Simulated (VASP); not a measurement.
A run of VASP 6.6.1 is set up as follows.

The input INCAR:

```
SYSTEM = Al
  ALGO = Normal
  EDIFF = 1E-6
  EDIFFG = -0.005
  ENCUT = 600
  GGA = PE
  IBRION = 2
  ISIF = 3
  ISMEAR = -1
  LASPH = .True.
  LCHARG = .False.
  LREAL = .False.
  LWAVE = .False.
  NELM = 60
  NSW = 60
  PREC = Accurate
  PSTRESS = 540.0
  SIGMA = 0.1
```

File KPOINTS:

```
k-points
0
Gamma
  14 14 14
  0 0 0
```

Contents of POSCAR:

```
Al
1.0
    0.0000000000      2.3659491018      2.3659491018
    2.3659491018      0.0000000000      2.3659491018
    2.3659491018      2.3659491018      0.0000000000
Al
2
Direct
   -0.1250000000     -0.1250000000     -0.1250000000
    0.1250000000      0.1250000000      0.1250000000
```

Potentials or basis: VASP PAW PBE potentials, release 64 (Al).

The run is started by

```console
$ cat potpaw_PBE.64/Al/POTCAR > POTCAR
$ mpirun -np 1 vasp_std > vasp.out
```

Question: Estimate the relaxed volume.

Answer: 16.39 Å³/atom.

Question: Predict the space group after relaxing (to 0.05 Å).

Answer: Fd-3m (No. 227).

Question: Estimate the band gap on the k mesh.

Answer: Zero (band 3 reaches 10.36 eV, above the bottom of band 4 at 4.50 eV).

Question: Predict the relaxed cell.

Answer: a = 3.592 Å, b = 3.592 Å, c = 3.592 Å, α = 60.00°, β = 60.00°, γ = 60.00°.

Step by step:
```
step  energy change (eV)  largest force (eV/Å)  pressure (GPa)  volume (Å³)
   1              0.0000                0.0000          111.36        26.49
   2             -5.5000                0.0000            5.61        49.14
   3             -3.3986                0.0000           48.63        33.70
   4             -3.1368                0.0000           53.42        32.87
   5             -3.0908                0.0000           54.26        32.74
   6             -3.0910                0.0000           54.26        32.74
   7             -3.0916                0.0000           54.25        32.74
   8             -3.0916                0.0000           54.25        32.74
   9             -3.0916                0.0000           54.25        32.74
  10             -3.0917                0.0000           54.25        32.74
  11             -3.0917                0.0000           54.25        32.74
  12             -3.0917                0.0000           54.25        32.74
  13             -3.0918                0.0000           54.24        32.74
  14             -3.0920                0.0000           54.24        32.74
  15             -3.0924                0.0000           54.23        32.74
  16             -3.0932                0.0000           54.22        32.74
  17             -3.0947                0.0000           54.19        32.75
  18             -3.0979                0.0000           54.14        32.76
  19             -3.1041                0.0000           54.03        32.77
```

Caveat: the cell is relaxed towards a set pressure, so the enthalpy falls and the energy may rise; the volume moved by over 15 % at a fixed basis, so the end points are rough.
